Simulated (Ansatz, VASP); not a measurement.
## Two plane-wave programs on SrO

The input POSCAR:

```
SrO
1.0
    0.0000000000      2.6314901724      2.6314901724
    2.6314901724      0.0000000000      2.6314901724
    2.6314901724      2.6314901724      0.0000000000
Sr O
1 1
Direct
    0.0000000000      0.0000000000      0.0000000000
    0.5000000000      0.5000000000      0.5000000000
```

The input INCAR.step1:

```
PREC = Accurate ; ENCUT = 520
ISMEAR = 0 ; SIGMA = 0.01
LREAL = False ; LASPH = True
NELM = 150 ; LNONCOLLINEAR = True
MAGMOM = 0 0 0 0 0 0 ; LSORBIT = True
GGA_COMPAT = False ; NBANDS = 28
GGA = PE ; ALGO = Normal
EDIFF = 1E-4 ; LWAVE = True
LCHARG = False
```

File INCAR.step2:

```
PREC = Accurate ; ENCUT = 520
EDIFF = 1E-7 ; ISMEAR = 0
SIGMA = 0.01 ; LREAL = False
LASPH = True ; NELM = 150
ALGO = Normal ; ISIF = 2
LWAVE = False ; LCHARG = True
LNONCOLLINEAR = True ; MAGMOM = 0 0 0 0 0 0
LORBIT = 11 ; LSORBIT = True
GGA_COMPAT = False ; LORBMOM = True
METAGGA = R2SCAN ; LMIXTAU = True
LVHAR = True ; NBANDS = 28
ISTART = 1
```

File KPOINTS:

```
Automatic mesh
0
Gamma
  8 8 8
```

Input for Ansatz:

```yaml
crystal:
  lattice:
    - [0.0, 2.6314901724, 2.6314901724]
    - [2.6314901724, 0.0, 2.6314901724]
    - [2.6314901724, 2.6314901724, 0.0]
  atoms:
    - { symbol: Sr, position: [0.0, 0.0, 0.0] }
    - { symbol: O, position: [0.5, 0.5, 0.5] }
kpoints:
  mp_grid: { grid: [8, 8, 8] }
  band_path:
    path:
      - [0.0, 0.0, 0.0]
      - [0.5, 0.0, 0.5]
      - [0.625, 0.25, 0.625]
      - [0.375, 0.375, 0.75]
      - [0.5, 0.5, 0.5]
      - [0.5, 0.25, 0.75]
      - [0.0, 0.5, 0.5]
    npoints: 1
hamiltonian:
  xc: r2scan
scf:
  occupations: { method: fixed }
  n_extra_bands: 8
magnetization:
  noncollinear: true
  spin_orbit: true
output:
  forces: true
  stress: true
  eigenvalues: true
  write_density: true
  write_potential: true
  elf: true
  volumetric_format: npy
```

Change from the starting cell: hydrostatic strain +2.0%.

Alike in both runs: task single point; functional r2SCAN; k mesh 8 × 8 × 8; non-collinear spin, spin-orbit coupling.

|  | VASP | Ansatz |
| --- | --- | --- |
| version | VASP 6.6.1 | Ansatz 0.2.0 |
| potentials or method | VASP PAW PBE potentials, release 64 (Sr_sv, O) | plane waves, PAW |
| plane-wave cutoff (eV) | 520 | 500 |
| occupations | gaussian, width 0.01 eV | fixed |
| valence electrons in the cell | 16 | 16 |

```tsv
	VASP	Ansatz	Ansatz less VASP
pressure (GPa)	-4.5	-4.9	-0.40
net moment per atom (μB)	0.00	0.00	0.000
```

VASP's potentials were made for PBE, not for r2SCAN.
